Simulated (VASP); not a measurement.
PbF2, 3 atoms in the cell. Symmetry: R3m, No. 160, trigonal system. Conventional cell: a = 4.200 Å, b = 4.200 Å, c = 10.288 Å, α = 90.00°, β = 90.00°, γ = 120.00°. Within 3.1 Å of Pb (site symmetry 3m) lie 8 F at 2.32 to 2.82 Å. Within 3.3 Å of F (site symmetry 3m) lie 4 Pb at 2.50 to 2.82 Å and 6 F at 2.97 Å. Within 3.1 Å of F (site symmetry 3m) lie 4 Pb at 2.32 to 2.67 Å and 6 F at 2.97 Å.  This cell differs from its parent crystal: all Pb atoms moved -0.250 Å, as atom 1 towards its neighbour atom 2 (F) at 2.572 Å.

```yaml
Program: VASP 6.6.1
Task: single point
Functional: r2SCAN
Potentials_or_basis: VASP PAW PBE potentials, release 64 (Pb_d, F)
Cutoff: 520 eV
k_mesh: 8 × 8 × 8
Occupations: gaussian, width 0.05 eV
Spin: no spin polarisation
Dipole_correction: no
Further_INCAR_settings: ALGO = Normal; EDIFF = 1e-06; NBANDS = 21
```

Potentials or basis: VASP PAW PBE potentials, release 64 (Pb_d, F).

Run with:

```sh
$ cat potpaw_PBE.64/Pb_d/POTCAR potpaw_PBE.64/F/POTCAR > POTCAR
$ cp INCAR.step1 INCAR
$ mpirun -np 1 vasp_std > vasp.out
$ cp INCAR.step2 INCAR
$ mpirun -np 1 vasp_std > vasp.out
```

Hardware: 1 thread of Oxide Virtual Turin-like Processor, with other jobs on the host.

Q: How long does it take, and how much memory?

A: Run time: 4.6 min on 1 thread of Oxide Virtual Turin-like Processor, on a shared host, peak memory 0.19 GiB. Counts: k points 65.
